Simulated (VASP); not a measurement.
Crystal: Ti.

```
Ti
1.0
     2.69000    0.00000    0.00000
     0.00000    2.69000    0.00000
     0.00000    0.00000    2.69000
Ti
1
Direct
  0.00000 0.00000 0.00000
```

- Program: VASP 6.6.1
- Task: relaxation of cell and atoms
- Functional: PBEsol
- Potentials or basis: VASP PAW PBE potentials, release 64 (Ti_sv)
- Cutoff: 600 eV
- k mesh: 9 × 9 × 9
- Occupations: methfessel-paxton, width 0.1 eV
- Spin: no spin polarisation

At the start: pressure -8.0 GPa; volume 19.47 Å³/atom.

Question: Where does the relaxation end?

Answer: Over 3 steps the energy falls by 56.9 meV/atom and the volume is 17.37 Å³/atom (-10.8 %); space group Pm-3m (No. 221, to 0.05 Å).

The path:
| step | energy change (eV) | largest force (eV/Å) | pressure (GPa) | volume (Å³) |
| --- | --- | --- | --- | --- |
| 1 | 0.0000 | 0.0000 | -7.96 | 19.47 |
| 2 | -0.0528 | 0.0000 | 2.79 | 16.87 |
| 3 | -0.0569 | 0.0000 | 0.01 | 17.37 |

Final structure:
```
CELL_PARAMETERS angstrom
2.58983 0.00000 0.00000
0.00000 2.58983 0.00000
0.00000 0.00000 2.58983
ATOMIC_POSITIONS crystal
Ti 0.00000 0.00000 0.00000
```

Caveat: the PAW data sets were made with another functional, which shifts forces and pressure a little.
